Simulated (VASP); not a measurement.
Input of a VASP 6.6.1 run:

File INCAR:

```
SYSTEM = Au
  PREC = Accurate
  ENCUT = 520
  EDIFF = 1E-6
  ISMEAR = 0
  SIGMA = 0.1
  LREAL = .FALSE.
  LASPH = .TRUE.
  NELM = 100
  ALGO = Normal
  ISIF = 2
  LWAVE = .FALSE.
  LCHARG = .FALSE.
  LDIPOL = .TRUE.
  IDIPOL = 3
  DIPOL = 0.5 0.5 0.500
  GGA = CA
  IBRION = 2
  NSW = 80
  EDIFFG = -0.01
```

Contents of KPOINTS:

```
regular mesh
0
G
  16 16 1
  0 0 0
```

Contents of POSCAR:

```
Au
1.0
    2.8835814537      0.0000000000      0.0000000000
    1.4417907268      2.4972547928      0.0000000000
    0.0000000000      0.0000000000     29.1266063865
Au
7
Direct
    0.0000000000      0.0000000000      0.2574965274
    0.3333333333      0.3333333333      0.3383310183
    0.6666666667      0.6666666667      0.4191655091
    0.0000000000      0.0000000000      0.5000000000
    0.3333333333      0.3333333333      0.5808344909
    0.6666666667      0.6666666667      0.6616689817
    0.0000000000      0.0000000000      0.7425034726
```

Potentials or basis: VASP PAW LDA potentials, release 64 (Au).

Run with:

```sh
$ cat potpaw_LDA.64/Au/POTCAR > POTCAR
$ mpirun -np 1 vasp_std > vasp.out
```

Question: What does it give for the energy gained by relaxing?

Answer: 3.1 meV/atom.

Question: What does it give for the band gap on the k mesh?

Answer: Zero (an odd number of electrons rules out a gap without spin polarisation).

Forces in eV/Å, atoms in the order of the input:
```
Au   0.000  0.000 -0.004
Au   0.000  0.000  0.002
Au   0.000  0.000 -0.003
Au   0.000  0.000  0.000
Au   0.000  0.000  0.003
Au   0.000  0.000 -0.002
Au   0.000  0.000  0.004
```

Caveat: spin-orbit coupling is left out, which moves the levels of the heavy elements.
